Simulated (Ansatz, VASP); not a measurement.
## ZnO in VASP and in Ansatz

```xyz
8
Lattice="-3.0710 3.0710 3.0710 3.0710 -3.0710 3.0710 3.0710 3.0710 -3.0710" Properties=species:S:1:pos:R:3 pbc="T T T"
Zn    1.0142    1.0142    1.0142
Zn    2.0568    2.0568   -2.0568
Zn    2.0568   -2.0568    2.0568
Zn   -2.0568    2.0568    2.0568
O     2.0772    2.0772    2.0772
O     0.9938    0.9938   -0.9938
O     0.9938   -0.9938    0.9938
O    -0.9938    0.9938    0.9938
```

Alike in both runs: task relaxation of the atoms; functional PBE; k mesh 6 × 6 × 6; occupations gaussian, width 0.02 eV; no spin polarisation.

```csv
,VASP,Ansatz
version,VASP 6.6.1,Ansatz 0.2.0
potentials or method,"VASP PAW PBE potentials, release 64 (Zn, O), cutoff 520 eV","scalar-relativistic, plane waves, PAW"
valence electrons in the cell,72,72
```

```tsv
	VASP	Ansatz	Ansatz less VASP
gap on the k mesh at the Fermi level, each at its own relaxed structure (eV)	1.40	1.41	+0.009
```

Ansatz's warnings: stress scf threshold loose.
